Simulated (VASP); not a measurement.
# CdSe: single point with PBE

Crystal: CdSe.

```
CELL_PARAMETERS angstrom
4.30000 0.00000 0.00000
-2.15000 3.72391 0.00000
0.00000 0.00000 7.02000
ATOMIC_POSITIONS crystal
Cd 0.66667 0.33333 0.50000
Cd 0.33333 0.66667 0.00000
Se 0.66667 0.33333 0.88500
Se 0.33333 0.66667 0.38500
```

```yaml
Program: VASP 6.6.1
Task: single point
Functional: PBE
Potentials_or_basis: VASP PAW PBE potentials, release 64 (Cd, Se)
Cutoff: 520 eV
k_mesh: 7 × 7 × 4
Occupations: gaussian, width 0.03 eV
Spin: no spin polarisation
```

* Pressure: 3.3 GPa
* Largest force: 0.291 eV/Å
* Band gap on the k mesh: 0.70 eV

Forces in eV/Å, atoms in the order of the input:
```
Cd   0.000  0.000  0.291
Cd   0.000  0.000  0.291
Se   0.000  0.000 -0.291
Se   0.000  0.000 -0.291
```

Stress tensor (GPa, compression positive):
```
4.03 0.00 0.00
0.00 4.03 0.00
0.00 0.00 1.93
```

Levels at points of the mesh, in eV from the valence-band top:
```tsv
k point	band 16	band 17	band 18	band 19	band 20	band 21
(0.00, 0.00, 0.00)	-0.01	0.00	0.00	0.70	2.12	5.88
(0.00, 0.00, 0.50)	-0.37	-0.37	-0.37	2.34	2.34	5.83
```

Wall time 27 s on 1 thread of Intel(R) Xeon(R) 6975P-C (Granite Rapids) (shared host), peak memory 0.25 GiB.

Caveat: the cell stands under pressure; semilocal functionals underestimate gaps, and a narrow one can read as zero. Expect the measured gap to be larger: semilocal functionals such as PBE lack the derivative discontinuity.
